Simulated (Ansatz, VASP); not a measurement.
# NbP: VASP beside Ansatz

The input POSCAR:

```
NbP
1.0
   -1.6691837426      1.6691837426      5.7320230931
    1.6691837426     -1.6691837426      5.7320230931
    1.6691837426      1.6691837426     -5.7320230931
Nb P
2 2
Direct
    0.7498223615      0.7498223615      0.0000000000
    0.4998223615      0.9998223615      0.5000000000
    0.3328062135      0.3328062135      0.0000000000
    0.0828062135      0.5828062135      0.5000000000
```

File INCAR.step1:

```
SYSTEM = NbP
  ALGO = Normal
  EDIFF = 1E-4
  ENCUT = 520
  GGA = PE
  ISMEAR = -1
  LASPH = .True.
  LCHARG = .False.
  LREAL = .False.
  LWAVE = .True.
  NBANDS = 26
  NELM = 80
  PREC = Accurate
  SIGMA = 0.02
```

Contents of INCAR.step2:

```
SYSTEM = NbP
  ALGO = Normal
  EDIFF = 1E-7
  ENCUT = 520
  ISIF = 2
  ISMEAR = -1
  ISTART = 1
  LASPH = .True.
  LCHARG = .False.
  LMIXTAU = .True.
  LREAL = .False.
  LWAVE = .False.
  METAGGA = R2SCAN
  NBANDS = 26
  NELM = 80
  PREC = Accurate
  SIGMA = 0.02
```

Contents of KPOINTS:

```
k-points
0
Gamma
  10 10 10
  0 0 0
```

Input for Ansatz:

```yaml
crystal:
  lattice:
    - [-1.6691837426, 1.6691837426, 5.7320230931]
    - [1.6691837426, -1.6691837426, 5.7320230931]
    - [1.6691837426, 1.6691837426, -5.7320230931]
  atoms:
    - { symbol: Nb, position: [0.7498223615, 0.7498223615, 0.0] }
    - { symbol: Nb, position: [0.4998223615, 0.9998223615, 0.5] }
    - { symbol: P, position: [0.3328062135, 0.3328062135, 0.0] }
    - { symbol: P, position: [0.0828062135, 0.5828062135, 0.5] }
kpoints:
  mp_grid: { grid: [10, 10, 10] }
  band_path:
    path:
      - [0.0, 0.0, 0.0]
      - [0.0, 0.0, 0.5]
      - [0.25, 0.25, 0.25]
      - [0.0, 0.5, 0.0]
      - [0.5, 0.5, -0.5]
      - [0.2711998329, 0.7288001671, -0.2711998329]
      - [-0.2711998329, 0.2711998329, 0.2711998329]
      - [-0.0423996658, 0.0423996658, 0.5]
      - [0.5, 0.5, -0.0423996658]
      - [0.4, -0.4, 0.4]
      - [0.2, -0.3, 0.3]
    npoints: 1
hamiltonian:
  xc: r2scan
scf:
  occupations: { method: fermi_dirac, width: 0.02 }
  n_extra_bands: 5
output:
  forces: true
  stress: true
  eigenvalues: true
```

Alike in both runs: task single point; functional r2SCAN; k mesh 10 × 10 × 10; occupations fermi-dirac, width 0.02 eV; no spin polarisation.

|  | VASP | Ansatz |
| --- | --- | --- |
| version | VASP 6.6.1 | Ansatz 0.2.0 |
| potentials or method | VASP PAW PBE potentials, release 64 (Nb_sv, P) | plane waves, PAW |
| plane-wave cutoff (eV) | 520 | 500 |
| valence electrons in the cell | 36 | 36 |

Ansatz gave:

```
pressure (GPa) : 0.0
```

Estimate VASP's values.

pressure (GPa): -0.4.

VASP's potentials were made for PBE, not for r2SCAN. The functional is the same, so the differences come from potentials, cutoffs and numerics.
